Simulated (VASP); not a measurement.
Input of a VASP 6.6.1 run:

File INCAR:

```
SYSTEM = TiTe2
  PREC = Accurate
  ENCUT = 600
  EDIFF = 1E-6
  ISMEAR = 0
  SIGMA = 0.1
  LREAL = .FALSE.
  LASPH = .TRUE.
  NELM = 100
  ALGO = Fast
  ISIF = 4
  LWAVE = .FALSE.
  LCHARG = .FALSE.
  GGA = PE
  IVDW = 13
  IBRION = 2
  NSW = 50
  EDIFFG = -0.01
```

Contents of KPOINTS:

```
regular mesh
0
G
  15 15 8
  0 0 0
```

File POSCAR:

```
TiTe2
1.0
    3.7559343199      0.0000000000      0.0000000000
   -1.8779671599      3.2527345360      0.0000000000
    0.0000000000      0.0000000000      6.5077279761
Ti Te
1 2
Direct
    0.0000000000      0.0000000000      0.0000000000
    0.6666666667      0.3333333333      0.2678266110
    0.3333333333      0.6666666667      0.7321733890
```

Potentials or basis: VASP PAW PBE potentials, release 64 (Ti_sv, Te).

Command:

```console
$ cat potpaw_PBE.64/Ti_sv/POTCAR potpaw_PBE.64/Te/POTCAR > POTCAR
$ mpirun -np 1 vasp_std > vasp.out
```

Task: Estimate the dispersion energy per atom.

Result: -0.423 eV.

Task: Predict the band gap on the k mesh.

Result: Zero (bands 12 and 13 overlap by 0.70 eV).

The path:
| step | energy change (eV) | largest force (eV/Å) | pressure (GPa) | volume (Å³) |
| --- | --- | --- | --- | --- |
| 1 | 0.0000 | 0.2339 | -1.93 | 79.51 |
| 2 | -0.0040 | 0.1191 | -1.56 | 79.51 |
| 3 | -0.0052 | 0.0120 | -1.20 | 79.51 |
| 4 | -0.0059 | 0.0085 | -1.13 | 79.51 |
| 5 | -0.0063 | 0.0024 | -1.05 | 79.51 |

Caveat: spin-orbit coupling is left out, which moves the levels of the heavy elements.
